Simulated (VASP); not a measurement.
# Cd2S (I4/mmm) in VASP: single point with PBE

Aim: the single point of Cd2S with PBE.

Everything below comes from runs of VASP 6.6.1. Logs are shortened: lines on timing, memory, paths and dates and some standing lists are left out, and cuts for length are marked.

## 1. The cell of the first run

The structure is tetragonal, space group I4/mmm (No. 139). The conventional cell has a = 4.468 Å, b = 4.468 Å, c = 7.409 Å, α = 90.00°, β = 90.00°, γ = 90.00°. Within 3.1 Å of Cd (site symmetry 4mm) lie 1 S at 2.34 Å and 1 Cd at 2.72 Å. Within 3.1 Å of S (site symmetry 4/mmm) lie 2 Cd at 2.34 Å.

The cell was generated, and may not be a known phase.

## 2. Single point, PBE

File INCAR:

```
SYSTEM = Cd2S
PREC = Accurate
ENCUT = 630
EDIFF = 1E-6
ISMEAR = 0
SIGMA = 0.1
LREAL = .FALSE.
LASPH = .TRUE.
NELM = 120
ALGO = Normal
ISIF = 2
LWAVE = .FALSE.
LCHARG = .FALSE.
GGA = PE
NBANDS = 30
GGA_COMPAT = .FALSE.
```

File KPOINTS:

```
regular mesh
0
G
  6 6 6
  0 0 0
```

File POSCAR:

```
Cd2S
1.0
   -2.2337837200      2.2337837200      3.7043044900
    2.2337837200     -2.2337837200      3.7043044900
    2.2337837200      2.2337837200     -3.7043044900
Cd S
2 1
Direct
    0.6837205600      0.6837205600      0.0000000000
    0.3162794400      0.3162794400      0.0000000000
    0.0000000000      0.0000000000      0.0000000000
```

Potentials or basis: VASP PAW PBE potentials, release 64 (Cd_sv_GW, S).

Launch:

```
> cat potpaw_PBE.64/Cd_sv_GW/POTCAR potpaw_PBE.64/S/POTCAR > POTCAR
> mpirun -np 1 vasp_std > vasp.out
```

OUTCAR:

```text
SYSTEM = Cd2S
   PREC = Accurate
   ENCUT = 630
   EDIFF = 1E-6
   ISMEAR = 0
   LREAL = .FALSE.
   LASPH = .TRUE.
   NELM = 120
   ISIF = 2
   GGA = PE

 ion  position               nearest neighbor table
   1  0.684  0.684  0.000-   3 2.34
   2  0.316  0.316  0.000-   3 2.34
   3  0.000  0.000  0.000-   1 2.34   2 2.34

  LATTYP: Found a body centered tetragonal cell.
 ALAT       =     4.4675674400
 C/A-ratio  =     1.6583093774

  Lattice vectors:

 A1 = (  -2.2337837200,   2.2337837200,   3.7043044900)
 A2 = (   2.2337837200,  -2.2337837200,   3.7043044900)
 A3 = (   2.2337837200,   2.2337837200,  -3.7043044900)

Analysis of symmetry for initial positions (statically):
=====================================================================
 Subroutine PRICEL returns:
 Original cell was already a primitive cell.

 Routine SETGRP: Setting up the symmetry group for a
 body centered tetragonal supercell.

 Subroutine GETGRP returns: Found 16 space group operations
 (whereof 16 operations were pure point group operations)
 out of a pool of 16 trial point group operations.

The static configuration has the point symmetry D_4h.

Analysis of symmetry for dynamics (positions and initial velocities):
=====================================================================
 Subroutine PRICEL returns:
 Original cell was already a primitive cell.

 Routine SETGRP: Setting up the symmetry group for a
 body centered tetragonal supercell.

 Subroutine GETGRP returns: Found 16 space group operations
 (whereof 16 operations were pure point group operations)
 out of a pool of 16 trial point group operations.

The dynamic configuration has the point symmetry D_4h.

 Subroutine INISYM returns: Found 16 space group operations
 (whereof 16 operations are pure point group operations),
 and found     1 'primitive' translations

----------------------------------------------------------------------------------------

                                     Primitive cell

  volume of cell :      73.9348

  direct lattice vectors                    reciprocal lattice vectors
    -2.233783720  2.233783720  3.704304490     0.000000000  0.223835457  0.134978105
     2.233783720 -2.233783720  3.704304490     0.223835457  0.000000000  0.134978105
     2.233783720  2.233783720 -3.704304490     0.223835457  0.223835457  0.000000000

  length of vectors
     4.868413619  4.868413619  4.868413619     0.261383627  0.261383627  0.316551139

  position of ions in fractional coordinates (direct lattice)
     0.683720560  0.683720560  0.000000000
     0.316279440  0.316279440  0.000000000
     0.000000000  0.000000000  0.000000000

  ion indices of the primitive-cell ions
   primitive index   ion index
                 1           1
                 2           2
                 3           3

----------------------------------------------------------------------------------------

 KPOINTS: regular mesh

Automatic generation of k-mesh.
 Grid dimensions read from file:
 generate k-points for:    6    6    6

 Generating k-lattice:

  Cartesian coordinates                     Fractional coordinates (reciprocal lattice)
     0.000000000  0.037305910  0.022496351     0.166666667  0.000000000 -0.000000000
     0.037305910  0.000000000  0.022496351     0.000000000  0.166666667 -0.000000000
     0.037305910  0.037305910  0.000000000     0.000000000  0.000000000  0.166666667

  Length of vectors
     0.043563938  0.043563938  0.052758523

  Shift w.r.t. Gamma in fractional coordinates (k-lattice)
     0.000000000  0.000000000  0.000000000

 Subroutine IBZKPT returns following result:
 ===========================================

 Found     30 irreducible k-points:

 Following reciprocal coordinates:
            Coordinates               Weight
  0.000000  0.000000  0.000000      1.000000
  0.166667 -0.000000  0.000000      8.000000
  0.333333  0.000000  0.000000      8.000000
  0.500000  0.000000  0.000000      4.000000
  0.166667  0.166667  0.000000      8.000000
  0.333333  0.166667  0.000000     16.000000
[... 16 lines left out ...]
 -0.333333 -0.333333  0.166667      8.000000
 -0.166667 -0.333333  0.166667      8.000000
 [... further k-points ...]
   k-points           NKPTS =     30   k-points in BZ     NKDIM =     30   number of bands    NBANDS=     30
   number of dos      NEDOS =    301   number of ions     NIONS =      3
   total plane-waves  NPLWV =  64000
   dimension x,y,z NGX =    40 NGY =   40 NGZ =   40
   dimension x,y,z NGXF=    80 NGYF=   80 NGZF=   80
   ions per type =               2   1
   NGX,Y,Z   is equivalent  to a cutoff of  13.66, 13.66, 13.66 a.u.
   NGXF,Y,Z  is equivalent  to a cutoff of  27.32, 27.32, 27.32 a.u.
 SYSTEM =  Cd2S
   PREC   = accura    normal or accurate (medium, high low for compatibility)
   ISTART =      0    job   : 0-new  1-cont  2-samecut
   ICHARG =      2    charge: 1-file 2-atom 10-const
   ISPIN  =      1    spin polarized calculation?
   LNONCOLLINEAR =      F non collinear calculations
   LSORBIT =      F    spin-orbit coupling
   LASPH  =      T    aspherical Exc in radial PAW
   ENCUT  =  630.0 eV  46.30 Ry    6.80 a.u.   9.96  9.96  9.96*2*pi/ulx,y,z
   NELM   =    120;   NELMIN=  2; NELMDL= -5     # of ELM steps
   EDIFF  = 0.1E-05   stopping-criterion for ELM
   LREAL  =      F    real-space projection
   EDIFFG = 0.1E-04   stopping-criterion for IOM
   NSW    =      0    number of steps for IOM
   IBRION =     -1    ionic relax: 0-MD 1-quasi-New 2-CG
   NFREE  =      0    steps in history (QN), initial steepest desc. (CG)
   ISIF   =      2    stress and relaxation
   ISYM   =      2    0-nonsym 1-usesym 2-fastsym
   POTIM  = 0.5000    time-step for ionic-motion
   TEBEG  =    0.0;   TEEND  =   0.0 temperature during run
   PSTRESS=    0.0 pullay stress
   NELECT =      46.0000    total number of electrons
   NUPDOWN=      -1.0000    fix difference up-down
   EMIN   =  10.00;   EMAX   =-10.00  energy-range for DOS
   EFERMI =   0.00;   METHOD = LEGACY
   ISMEAR =     0;   SIGMA  =   0.10  broadening in eV -4-tet -1-fermi 0-gaus
   EFERMI_NEDOS =   21; number of points for ismear=-14 and -15
   IALGO  =     38    algorithm
   IMIX   =      4    mixing-type and parameters
     AMIX     =   0.40;   BMIX     =  1.00
     AMIX_MAG =   1.60;   BMIX_MAG =  1.00
  volume/ion in A,a.u.               =      24.64       166.31
  Fermi-wavevector in a.u.,A,eV,Ry     =   1.397584  2.641050 26.575443  1.953240
  Thomas-Fermi vector in A             =   2.520826
   LORBIT       =      0    0 simple, 1 ext, 2 COOP (PROOUT), +10 PAW based schemes
   GGA     = PE    functional components
   LHFCALC =     F    Hartree Fock is set to
   AEXX    =    0.0000 exact exchange contribution
   IVDW    =     0    specifies the selected vdW correction
   LEPSILON=     F    determine dielectric tensor
   LRPA    =     F    only Hartree local field effects (RPA)
 non-spin polarized calculation
 Gauss-broadening in eV      SIGMA  =   0.10
  energy-cutoff  :      630.00
  volume of cell :       73.93
 maximum number of plane-waves:      2675
   NGX = 19   NGY = 19   NGZ = 19

 number of electron      45.9999997 magnetization

 Free energy of the ion-electron system (eV)
  ---------------------------------------------------
  ext. energy  EPLUGINS =         0.00000000
  ---------------------------------------------------
  free energy    TOTEN  =        -5.19430254 eV

  energy without entropy =       -5.18894824  energy(sigma->0) =       -5.19162539

 E-fermi :   4.4597     XC(G=0):  -9.8287

 val. band max:        4.4164738623   @ k =  -0.1667   0.5000   0.1667
 cond. band min:       4.5252537566   @ k =   0.3333   0.1667   0.0000
 fundamental gap:      0.1087798944
 Fermi energy:         4.4597166410

 k-point     1 :       0.0000    0.0000    0.0000
  band No.  band energies     occupation
      1     -98.4441      2.00000
      2     -98.4394      2.00000
      3     -59.5184      2.00000
      4     -59.4913      2.00000
      5     -59.4913      2.00000
      6     -59.4888      2.00000
[... 22 lines left out ...]
     29      11.4299      0.00000
     30      11.4351      0.00000

 k-point     2 :       0.1667   -0.0000    0.0000
  band No.  band energies     occupation
      1     -98.4440      2.00000
      2     -98.4395      2.00000
      3     -59.5183      2.00000
      4     -59.4916      2.00000
      5     -59.4916      2.00000
      6     -59.4884      2.00000
[... 22 lines left out ...]
     29      10.9246      0.00000
     30      11.3479      0.00000

 k-point     3 :       0.3333    0.0000    0.0000
  band No.  band energies     occupation
      1     -98.4439      2.00000
      2     -98.4397      2.00000
      3     -59.5182      2.00000
      4     -59.4922      2.00000
      5     -59.4920      2.00000
      6     -59.4879      2.00000
[... 22 lines left out ...]
     29      12.3704      0.00000
     30      13.2809      0.00000

 k-point     4 :       0.5000    0.0000    0.0000
  band No.  band energies     occupation
      1     -98.4438      2.00000
      2     -98.4398      2.00000
      3     -59.5182      2.00000
      4     -59.4925      2.00000
      5     -59.4923      2.00000
      6     -59.4878      2.00000
[... 22 lines left out ...]
     29      12.9394      0.00000
     30      13.8239      0.00000

 k-point     5 :       0.1667    0.1667    0.0000
  band No.  band energies     occupation
      1     -98.4439      2.00000
      2     -98.4396      2.00000
      3     -59.5182      2.00000
      4     -59.4932      2.00000
      5     -59.4921      2.00000
      6     -59.4880      2.00000
[... 22 lines left out ...]
     29      12.3772      0.00000
     30      13.0798      0.00000
[... 526 lines left out ...]
     29      12.4400      0.00000
     30      13.4643      0.00000

 k-point    22 :      -0.1667    0.5000    0.1667
  band No.  band energies     occupation
      1     -98.4437      2.00000
      2     -98.4399      2.00000
      3     -59.5182      2.00000
      4     -59.4935      2.00000
      5     -59.4935      2.00000
      6     -59.4866      2.00000
[... 22 lines left out ...]
     29      11.9435      0.00000
     30      13.0812      0.00000

 k-point    23 :      -0.3333   -0.3333    0.1667
  band No.  band energies     occupation
      1     -98.4437      2.00000
      2     -98.4399      2.00000
      3     -59.5181      2.00000
      4     -59.4952      2.00000
      5     -59.4934      2.00000
      6     -59.4867      2.00000
[... 22 lines left out ...]
     29      13.5906      0.00000
     30      13.7452      0.00000

 k-point    24 :      -0.1667   -0.3333    0.1667
  band No.  band energies     occupation
      1     -98.4438      2.00000
      2     -98.4398      2.00000
      3     -59.5182      2.00000
      4     -59.4938      2.00000
      5     -59.4938      2.00000
      6     -59.4863      2.00000
[... 22 lines left out ...]
     29      12.0349      0.00000
     30      14.1494      0.00000

 [... further k-points ...]
[... 5 lines left out ...]
  --------------------------------------------------------------------------------------
  -------------------------------------------------------------------------------------
  Total        1.2737124      1.2737124      5.3184723      0.0000000     -0.0000000      0.0000000
  in kB       27.6015239     27.6015239    115.2520273      0.0000000     -0.0000000      0.0000000
  external PRESSURE =      56.8183584 kB  Pullay stress =       0.0000000 kB

 VOLUME and BASIS-vectors are now :
 -----------------------------------------------------------------------------
  energy-cutoff  :      630.00
  volume of cell :       73.93
      direct lattice vectors                 reciprocal lattice vectors
    -2.233783720  2.233783720  3.704304490     0.000000000  0.223835457  0.134978105
     2.233783720 -2.233783720  3.704304490     0.223835457  0.000000000  0.134978105
     2.233783720  2.233783720 -3.704304490     0.223835457  0.223835457  0.000000000

 POSITION                                       TOTAL-FORCE (eV/Angst)
 -----------------------------------------------------------------------------------
      0.00000      0.00000      5.06542        -0.000000     -0.000000     -1.620457
      0.00000      0.00000      2.34319         0.000000      0.000000      1.620457
      0.00000      0.00000      0.00000         0.000000      0.000000     -0.000000
 -----------------------------------------------------------------------------------
    total drift:                                0.000000     -0.000000      0.000000

  FREE ENERGIE OF THE ION-ELECTRON SYSTEM (eV)
  ---------------------------------------------------
  free  energy   TOTEN  =        -5.1943025360 eV

  energy  without entropy=       -5.1889482405  energy(sigma->0) =       -5.19162539
```

It took 64 s on 1 thread of Intel Xeon Platinum 8488C (Sapphire Rapids), shared host; peak memory 0.29 GiB.

What came out:

```
Free energy            : -5.1943 eV
Pressure               : 5.7 GPa
Largest force          : 1.620 eV/Å
Band gap on the k mesh : 0.11 eV (least direct gap 0.39 eV)
```

Forces on the atoms (eV/Å):
```
Cd   0.000  0.000 -1.620
Cd   0.000  0.000  1.620
S    0.000  0.000  0.000
```

Stress tensor (GPa, compression positive):
```
 2.76  0.00  0.00
 0.00  2.76  0.00
 0.00  0.00 11.53
```

Caveat: the stress differs along the axes, from 3 to 12 GPa; semilocal functionals underestimate gaps, and a narrow one can read as zero; forces of over 1 eV/Å act on the atoms, so gaps and moduli don't describe the material at rest. A k mesh can miss the band edges.
